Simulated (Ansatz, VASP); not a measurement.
Two plane-wave programs on Sb

Contents of INCAR:

```
PREC = Accurate
ENCUT = 520
EDIFF = 1E-7
ISMEAR = -1
SIGMA = 0.05
LREAL = False
LASPH = True
NELM = 150
ALGO = Normal
ISIF = 2
LWAVE = False
LCHARG = True
MAGMOM = 0 0 0
LORBIT = 11
LSORBIT = True
GGA_COMPAT = False
LORBMOM = True
GGA = PE
LVHAR = True
NBANDS = 16
```

Contents of KPOINTS:

```
regular mesh
0
Gamma
  10 10 10
```

POSCAR

```
Sb
1.0
   -1.8713408863      1.8713408863      1.8713408863
    1.8713408863     -1.8713408863      1.8713408863
    1.8713408863      1.8713408863     -1.8713408863
Sb
1
Direct
    0.0000000000      0.0000000000      0.0000000000
```

The input input.yaml:

```yaml
crystal:
  lattice:
    - [-1.8713408863, 1.8713408863, 1.8713408863]
    - [1.8713408863, -1.8713408863, 1.8713408863]
    - [1.8713408863, 1.8713408863, -1.8713408863]
  atoms:
    - { symbol: Sb, position: [0.0, 0.0, 0.0] }
hamiltonian:
  xc: pbe
  pseudopotentials: { kind: paw_fr }
magnetization:
  noncollinear: true
  spin_orbit: true
kpoints:
  mp_grid: { grid: [10, 10, 10] }
  band_path:
    path:
      - [[0.0, 0.0, 0.0], [0.5, -0.5, 0.5], [0.0, 0.0, 0.5], [0.0, 0.0, 0.0], [0.25, 0.25, 0.25], [0.5, -0.5, 0.5]]
      - [[0.25, 0.25, 0.25], [0.0, 0.0, 0.5]]
    npoints: 14
scf:
  occupations: { method: fermi_dirac, width: 0.05 }
  n_extra_bands: 6
output:
  forces: true
  stress: true
  eigenvalues: true
  fatbands: false
```

Alike in both runs: functional PBE; k mesh 10 × 10 × 10; occupations fermi-dirac, width 0.05 eV; non-collinear spin, spin-orbit coupling.

```csv
,VASP,Ansatz
version,VASP 6.6.1,Ansatz 0.2.0
potentials or method,"VASP PAW PBE potentials, release 64 (Sb)",Ansatz PAW
plane-wave cutoff (eV),520,420
valence electrons in the cell,5,15
task,single point,band structure
```

```tsv
	VASP	Ansatz	Ansatz less VASP
pressure (GPa)	3.1	3.2	+0.10
```

VASP's potentials hold 5 valence electrons a cell and Ansatz's 15, so a difference there can come from the potentials and not from the codes.
